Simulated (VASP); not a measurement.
## ZnGeP2: single point with r2SCAN

The system is ZnGeP2.

```
Zn Ge P
1.0
    -2.72333    2.72333    5.36562
     2.72333   -2.72333    5.36562
     2.72333    2.72333   -5.36562
Zn Ge P
2 2 4
Direct
  0.00000 0.00000 0.00000
  0.75000 0.25000 0.50000
  0.50000 0.50000 0.00000
  0.25000 0.75000 0.50000
  0.37500 0.37921 0.50421
  0.62079 0.12500 0.99579
  0.87500 0.87079 0.49579
  0.12921 0.62500 0.00421
```

```
Program             : VASP 6.6.1
Task                : single point
Functional          : r2SCAN
Potentials or basis : VASP PAW PBE potentials, release 64 (Zn, Ge_d, P)
Cutoff              : 550 eV
k mesh              : 6 × 6 × 6
Occupations         : fermi-dirac, width 0.02 eV
Spin                : no spin polarisation
```

```
Pressure               : -0.1 GPa
Largest force          : 0.012 eV/Å
Band gap on the k mesh : 1.50 eV (least direct gap 1.63 eV)
```

Forces on the atoms (eV/Å):
```
Zn   0.000  0.000  0.000
Zn   0.000  0.000  0.000
Ge   0.000  0.000  0.000
Ge   0.000  0.000  0.000
P    0.012  0.000  0.000
P    0.000 -0.012  0.000
P   -0.012  0.000  0.000
P    0.000  0.012  0.000
```

Levels at points of the mesh, in eV from the valence-band top:
```
           k point  band 33  band 34  band 35  band 36  band 37  band 38  band 39  band 40
(0.00, 0.00, 0.00)    -2.68    -0.08    -0.08     0.00     1.63     1.84     1.91     3.42
(0.50, 0.00, 0.00)    -2.54    -1.93    -1.70    -0.99     2.69     2.81     3.09     4.35
(0.50, 0.50, 0.00)    -1.25    -1.25    -0.78    -0.78     1.56     1.56     3.38     3.38
(0.50, 0.50, 0.50)    -2.01    -2.01    -1.41    -1.41     1.50     1.50     1.73     1.73
```

Run time: 13 min on 1 thread of Intel(R) Xeon(R) 6975P-C (Granite Rapids), with other jobs on the host, peak memory 0.54 GiB.

Caveat: the PAW data sets were made with another functional, which shifts forces and pressure a little. r2SCAN opens gaps a little over a GGA but as a rule still falls short of measured ones.
